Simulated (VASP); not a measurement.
# BN (R3m) in VASP: further runs

Runs on BN. Level: LDA. Tasks: vibrations by perturbation theory.

All numbers are computed with VASP 6.6.1; they aren't measurements. Logs are shortened: lines on timing, memory, paths and dates and some standing lists are left out, and cuts for length are marked.

### 1 The cell of the first run

The structure is trigonal, space group R3m (No. 160). Conventional cell: a = 2.455 Å, b = 2.455 Å, c = 7.754 Å, α = 90.00°, β = 90.00°, γ = 120.00°. B (site symmetry 3m) has 3 N at 1.42 Å within 1.9 Å. N (site symmetry 3m) has 3 B at 1.42 Å within 1.9 Å.

### 2 Vibrations by perturbation theory, LDA

Input file INCAR:

```
  PREC = Accurate
  ENCUT = 520
  EDIFF = 1E-8
  ISMEAR = 0
  SIGMA = 0.01
  LREAL = F
  LASPH = T
  NELM = 80
  ALGO = Normal
  ISIF = 2
  LWAVE = F
  LCHARG = F
  NBANDS = 11
  IBRION = 8
  NSW = 1
  LEPSILON = T
```

Input file KPOINTS:

```
regular mesh
0
Gamma
  12 12 12
```

Input file POSCAR:

```
BN
1.0
    2.4437310257      0.0024173722     -0.2349434297
   -1.2126705047      2.1216154850      0.2349543908
   -0.9778149786     -0.8520548001      2.6471745093
B N
1 1
Direct
    0.9961573450      0.9939834225      0.0015267675
    0.6519916550      0.3219005775      0.9852782325
```

Potentials or basis: VASP PAW LDA potentials, release 64 (B, N).

Run with:

```sh
$ cat potpaw_LDA.64/B/POTCAR potpaw_LDA.64/N/POTCAR > POTCAR
$ mpirun -np 1 vasp_std > vasp.out
```

OUTCAR:

```text
PREC = Accurate
   ENCUT = 520
   EDIFF = 1E-8
   ISMEAR = 0
   LREAL = F
   LASPH = T
   NELM = 80
   ISIF = 2
   IBRION = 8
   NSW = 1
   LEPSILON = T

 ion  position               nearest neighbor table
   1  0.996  0.994  0.002-   2 1.42   2 1.42   2 1.42
   2  0.652  0.322  0.985-   1 1.42   1 1.42   1 1.42

  LATTYP: Found a trigonal (rhomboedric) cell.
 ALAT       =     2.9478216360
 COS(alpha) =     0.6532067504

  Lattice vectors:

 A1 = (  -0.9778149786,  -0.8520548001,   2.6471745093)
 A2 = (   1.4659160471,  -0.8496374279,   2.4122310796)
 A3 = (   0.2532455424,   1.2719780571,   2.6471854704)

Analysis of symmetry for initial positions (statically):
=====================================================================
 Subroutine PRICEL returns:
 Original cell was already a primitive cell.

 Routine SETGRP: Setting up the symmetry group for a
 trigonal (rhombohedral) supercell.

 Subroutine GETGRP returns: Found  6 space group operations
 (whereof  1 operations were pure point group operations)
 out of a pool of 12 trial point group operations.

The static configuration has the point symmetry C_1 .
 The point group associated with its full space group is C_3v.

Analysis of symmetry for dynamics (positions and initial velocities):
=====================================================================
 Subroutine PRICEL returns:
 Original cell was already a primitive cell.

 Routine SETGRP: Setting up the symmetry group for a
 trigonal (rhombohedral) supercell.

 Subroutine GETGRP returns: Found  6 space group operations
 (whereof  1 operations were pure point group operations)
 out of a pool of 12 trial point group operations.

The dynamic configuration has the point symmetry C_1 .
 The point group associated with its full space group is C_3v.

 Subroutine INISYM returns: Found  6 space group operations
 (whereof  1 operations are pure point group operations),
 and found     1 'primitive' translations

----------------------------------------------------------------------------------------

                                     Primitive cell

  volume of cell :      13.4910

  direct lattice vectors                    reciprocal lattice vectors
     2.443731026  0.002417372 -0.234943430     0.431139134  0.220918950  0.230362355
    -1.212670505  2.121615485  0.234954391     0.014364099  0.462476478  0.154164651
    -0.977814979 -0.852054800  2.647174509     0.036989779 -0.021440756  0.384523369

  length of vectors
     2.455000119  2.455000119  2.947821636     0.536426090  0.487706428  0.386892971

  position of ions in fractional coordinates (direct lattice)
     0.996157345  0.993983423  0.001526768
     0.651991655  0.321900578  0.985278233

  ion indices of the primitive-cell ions
   primitive index   ion index
                 1           1
                 2           2

[... 489 lines left out ...]
 ------------------------------------------------------
           5.762305     0.006232    -0.111763
           0.006232     5.769444     0.064783
          -0.111763     0.064783     4.611231
 ------------------------------------------------------

 Free energy of the ion-electron system (eV)
  ---------------------------------------------------
  ---------------------------------------------------
  free energy    TOTEN  =        -0.17842141 eV

  energy without entropy =       -0.17842141

------------------------ aborting loop because EDIFF is reached ----------------------------------------

--------------------------------------- Ionic step        2  -------------------------------------------

------------------------ aborting loop because EDIFF is reached ----------------------------------------

--------------------------------------- Ionic step        3  -------------------------------------------

------------------------ aborting loop because EDIFF is reached ----------------------------------------

 PIEZOELECTRIC TENSOR FIELD DIRECTION 3  (e Angst)
 -----------------------------------------------------------------------------
     0.19839  0.12109 -0.09325           (  0.00169  0.00087 -0.00053)
     0.12109  0.33713  0.05405           (  0.00087  0.00269  0.00031)
    -0.09325  0.05405 -0.73707           ( -0.00053  0.00031 -0.00350)

 PIEZOELECTRIC TENSOR FIELD DIRECTION 3  (C/m^2)
 -----------------------------------------------------------------------------
     0.23560  0.14380 -0.11074
     0.14380  0.40037  0.06419
    -0.11074  0.06419 -0.87534

--------------------------------------- Ionic step        4  -------------------------------------------

------------------------ aborting loop because EDIFF is reached ----------------------------------------

[... ionic steps 5 to 6 ...]

--------------------------------------- Ionic step        7  -------------------------------------------

 Free energy of the ion-electron system (eV)
  ---------------------------------------------------
  ---------------------------------------------------
  free energy    TOTEN  =        -0.23397346 eV

  energy without entropy =       -0.23397346

------------------------ aborting loop because EDIFF is reached ----------------------------------------

 INTERNAL STRAIN TENSOR  FOR ION    2  DIRECTION 1   (eV/Angst):
 -----------------------------------------------------------------------------
     0.01341-16.47913  0.47481
   -16.49034  0.00049  1.56465
     0.68338  1.56876  0.36127

 MACROSCOPIC STATIC DIELECTRIC TENSOR (including local field effects in DFT)
 ------------------------------------------------------
           5.584748     0.006571    -0.117854
           0.006571     5.592276     0.068313
          -0.117854     0.068313     4.370950
 ------------------------------------------------------

 PIEZOELECTRIC TENSOR (including local field effects)  for field in x, y, z        (e  Angst)
          XX          YY          ZZ          XY          YZ          ZX
  --------------------------------------------------------------------------------
  x     0.02817     0.02884    -0.07640    -1.18379     0.12001     0.01911
  y    -1.19382     1.16077     0.04429     0.01154     0.15663     0.12001
  z     0.19895     0.33647    -0.73698     0.12001     0.05431    -0.09370

 PIEZOELECTRIC TENSOR (including local field effects)  for field in x, y, z        (C/m^2)
          XX          YY          ZZ          XY          YZ          ZX
  --------------------------------------------------------------------------------
  x     0.03346     0.03425    -0.09073    -1.40586     0.14253     0.02269
  y    -1.41777     1.37852     0.05259     0.01370     0.18601     0.14253
  z     0.23627     0.39959    -0.87524     0.14253     0.06450    -0.11128

 BORN EFFECTIVE CHARGES (including local field effects) (in |e|, cummulative output)
 ---------------------------------------------------------------------------------
 ion    1
    1     2.59998     0.00614    -0.11020
    2     0.00614     2.60701     0.06387
    3    -0.11020     0.06387     1.46503
 ion    2
    1    -2.59998    -0.00614     0.11020
    2    -0.00614    -2.60701    -0.06387
    3     0.11020    -0.06387    -1.46503

 INTERNAL STRAIN TENSOR FOR ION    2 for displacements in x,y,z  (eV/Angst):
          X           Y           Z          XY          YZ          ZX
  --------------------------------------------------------------------------------
  x     0.02100    -0.00722     0.36139   -16.49041     1.56698     0.47414
  y   -16.37651    16.36850    -0.20945     0.16921     2.47821     1.56698
  z    -1.35997     0.43562     4.82434     1.56698    -0.31172     0.55788

 SECOND DERIVATIVES (NOT SYMMETRIZED)
 ------------------------------------
               1X          1Y          1Z          2X          2Y          2Z
  1X   -47.324062   -0.206329    3.700345   47.324062    0.206329   -3.700345
  1Y    -0.206329  -47.560425   -2.144868    0.206329   47.560425    2.144868
  1Z     3.700345   -2.144868   -9.213476   -3.700345    2.144868    9.213476
  2X    47.332844    0.206262   -3.699142  -47.332844   -0.206262    3.699142
  2Y     0.206262   47.569131    2.144171   -0.206262  -47.569131   -2.144171
  2Z    -3.699142    2.144171    9.234644    3.699142   -2.144171   -9.234644

 Eigenvectors and eigenvalues of the dynamical matrix
 ----------------------------------------------------

   1 f  =   43.707360 THz   274.621439 2PiTHz 1457.920584 cm-1   180.759033 meV
             X         Y         Z           dx          dy          dz
      1.227473  2.109958  0.003542     0.091755    0.744816    0.032704
      0.239513 -0.154986  2.530654    -0.080635   -0.654548   -0.028740
[... 21 lines left out ...]
   6 f/i=    0.011313 THz     0.071083 2PiTHz    0.377368 cm-1     0.046788 meV
             X         Y         Z           dx          dy          dz
      1.227473  2.109958  0.003542     0.063153   -0.036606    0.656497
      0.239513 -0.154986  2.530654     0.071781   -0.041607    0.746191

--------------------------------------------------------------------------------------------------------

 MACROSCOPIC STATIC DIELECTRIC TENSOR IONIC CONTRIBUTION
 ------------------------------------------------------
           1.928967    -0.006942     0.124508
          -0.006942     1.921014    -0.072170
           0.124508    -0.072170     3.211299
 ------------------------------------------------------

 ELASTIC MODULI CONTR FROM IONIC RELAXATION (kBar)
 Direction    XX          YY          ZZ          XY          YZ          ZX
 --------------------------------------------------------------------------------
 XX        -666.9417    658.7819     32.0734     12.9459     96.7340     67.5815
 YY         658.7819   -662.4816     29.3580     -9.0557   -100.5555    -60.9455
 ZZ          32.0734     29.3580   -318.8282     -2.3672     19.6536    -33.9499
 XY          12.9459     -9.0557     -2.3672   -675.3974     63.6693     17.7591
 YZ          96.7340   -100.5555     19.6536     63.6693    -22.2302     -9.3145
 ZX          67.5815    -60.9455    -33.9499     17.7591     -9.3145    -10.3668
 --------------------------------------------------------------------------------

 PIEZOELECTRIC TENSOR IONIC CONTR  for field in x, y, z        (C/m^2)
          XX          YY          ZZ          XY          YZ          ZX
  --------------------------------------------------------------------------------
  x     0.00429     0.00663    -0.08460     1.06618    -0.09751    -0.03900
  y     1.05517    -1.06150     0.04903    -0.01133    -0.16152    -0.09751
  z     0.14764     0.03590    -0.94944    -0.09751     0.05944    -0.10359
```

Run time: 8.5 min. Hardware: 1 thread of Intel Xeon Platinum 8259CL at 2.50GHz (Skylake/Cascade Lake), shared host; peak memory 0.37 GiB.

Results:

```
Electronic dielectric tensor (diagonal)                 : 5.58, 5.59, 4.37
Born charges (mean of the diagonal)                     : B +2.22; N -2.22 e
Highest phonon frequency at Γ, LO-TO splitting left out : 1458 cm⁻¹
```

Phonon frequencies in cm⁻¹ (negative: imaginary):
```csv
q point,frequencies
"(0.000, 0.000, 0.000)",0 0 0 624 1458 1458
```

Electronic dielectric tensor:
```
 5.58  0.01 -0.12
 0.01  5.59  0.07
-0.12  0.07  4.37
```

Born effective charge tensors (e):
atom 1, B
```
 2.60  0.01 -0.11
 0.01  2.61  0.06
-0.11  0.06  1.47
```
atom 2, N
```
-2.60 -0.01  0.11
-0.01 -2.61 -0.06
 0.11 -0.06 -1.47
```

Caveat: the cell stands under pressure or tension, which shifts response properties.

### 3 Vibrations by perturbation theory, LDA

This run uses another cell than the first one, of 7.32 Å³/atom.

Input file INCAR:

```
SYSTEM = BN
PREC = Accurate ; ENCUT = 520
EDIFF = 1E-8 ; ISMEAR = 0
SIGMA = 0.01 ; LREAL = .False.
LASPH = .True. ; NELM = 80
ALGO = Normal ; ISIF = 2
LWAVE = .False. ; LCHARG = .False.
GGA = CA ; IBRION = 8
NSW = 1 ; LEPSILON = .True.
```

Input file KPOINTS:

```
regular mesh
0
Gamma
  12 12 12
  0 0 0
```

Input file POSCAR:

```
BN
1.0
    2.4582966558      0.0024317807     -0.2363437880
   -1.2198985138      2.1342611755      0.2363548145
   -0.9673092518     -0.8666011761      2.8327501079
B N
1 1
Direct
    0.9930450853      0.9924272927     -0.0031416220
    0.6551039147      0.3234567073      0.9899466220
```

Potentials or basis: VASP PAW LDA potentials, release 64 (B, N).

Run with:

```sh
$ cat potpaw_LDA.64/B/POTCAR potpaw_LDA.64/N/POTCAR > POTCAR
$ mpirun -np 1 vasp_std > vasp.out
```

OUTCAR:

```text
SYSTEM = BN
   PREC = Accurate
   ENCUT = 520
   EDIFF = 1E-8
   ISMEAR = 0
   LREAL = .False.
   LASPH = .True.
   NELM = 80
   ISIF = 2
   GGA = CA
   IBRION = 8
   NSW = 1
   LEPSILON = .True.

 ion  position               nearest neighbor table
   1  0.993  0.992  0.997-   2 1.43   2 1.43   2 1.43
   2  0.655  0.323  0.990-   1 1.43   1 1.43   1 1.43

  LATTYP: Found a trigonal (rhomboedric) cell.
 ALAT       =     3.1162730883
[... 595 lines left out ...]
      0.258271 -0.165955  2.725892    -0.589923    0.287126    0.072758
[... 21 lines left out ...]
   6 f/i=    0.004000 THz     0.025133 2PiTHz    0.133426 cm-1     0.016543 meV
             X         Y         Z           dx          dy          dz
      0.266269  1.256635  2.823716     0.063095   -0.036573    0.655902
      0.258271 -0.165955  2.725892     0.071831   -0.041636    0.746714

--------------------------------------------------------------------------------------------------------

 MACROSCOPIC STATIC DIELECTRIC TENSOR IONIC CONTRIBUTION
 ------------------------------------------------------
           1.905063     0.002061    -0.036959
           0.002061     1.907424     0.021423
          -0.036959     0.021423     1.524412
 ------------------------------------------------------

 ELASTIC MODULI CONTR FROM IONIC RELAXATION (kBar)
 Direction    XX          YY          ZZ          XY          YZ          ZX
 --------------------------------------------------------------------------------
 XX        -541.8684    540.7007      7.3279      2.2496     50.3578     53.2184
 YY         540.7007   -544.5212     10.2963     -4.5663    -51.3928    -51.4489
 ZZ           7.3279     10.2963    -62.3462      2.5922      3.8987     -6.7099
 XY           2.2496     -4.5663      2.5922   -546.3926     52.1516    -13.7022
 YZ          50.3578    -51.3928      3.8987     52.1516    -10.0727     -3.1838
 ZX          53.2184    -51.4489     -6.7099    -13.7022     -3.1838     -6.1484
 --------------------------------------------------------------------------------

 PIEZOELECTRIC TENSOR IONIC CONTR  for field in x, y, z        (C/m^2)
          XX          YY          ZZ          XY          YZ          ZX
  --------------------------------------------------------------------------------
  x     0.00991     0.00176    -0.03153     0.95663    -0.09052     0.02002
  y     0.95220    -0.95896     0.01827    -0.00519    -0.09079    -0.09052
  z     0.09228    -0.01145    -0.28734    -0.09052     0.02230    -0.03916
```

stdout:

```text
POSCAR found type information on POSCAR B N
 POSCAR found :  2 types and       2 ions
 scaLAPACK will be used
 LDA part: xc-table for (Slater(with rela. corr.)+CA(PZ))
 , standard interpolation
 POSCAR, INCAR and KPOINTS ok, starting setup
 FFT: planning ... GRIDC
 FFT: planning ... GRID_SOFT
 FFT: planning ... GRID
[... 24 lines left out ...]
 Linear response to external field, progress :
  Direction:   3
 dielectric tensor                  component  3 :    -0.690    -0.808     3.746
 Linear response DOF=           2
 Linear response progress:
 first order change of Fermi-energy  -0.95028E-01
 force on displaced ion       1 direction 1 : -45.311  -0.187   3.313
 Born effective charge ion    1 direction 1 :   2.641   0.006  -0.143
 Linear response progress:
 first order change of Fermi-energy   0.95061E-01
 force on displaced ion       2 direction 1 : -45.316  -0.199   3.313
 Born effective charge ion    2 direction 1 :  -2.640  -0.005   0.143
 Born effective charges drift removed
 Linear response finished
```

Wall time 7.1 min (1 thread of Intel Xeon Platinum 8259CL at 2.50GHz (Skylake/Cascade Lake), shared host); peak memory 0.34 GiB.

What came out:

```yaml
Electronic_dielectric_tensor_diagonal: 5.44, 5.45, 3.75
Born_charges_mean_of_the_diagonal: B +2.15; N -2.15 e
Highest_phonon_frequency_at_Γ_LO-TO_splitting_left_out: 1426 cm⁻¹
```

Phonon frequencies in cm⁻¹ (negative: imaginary):
| q point | frequencies |
| --- | --- |
| (0.000, 0.000, 0.000) | 0 0 0 693 1426 1426 |

Electronic dielectric tensor:
```
 5.44  0.01 -0.16
 0.01  5.45  0.10
-0.16  0.10  3.75
```

Born effective charge tensors (e):
atom 1, B
```
 2.64  0.01 -0.14
 0.01  2.65  0.08
-0.14  0.08  1.17
```
atom 2, N
```
-2.64 -0.01  0.14
-0.01 -2.65 -0.08
 0.14 -0.08 -1.17
```

Caveat: the cell stands under pressure or tension, which shifts response properties.

(Continued in part 2 of 2.)
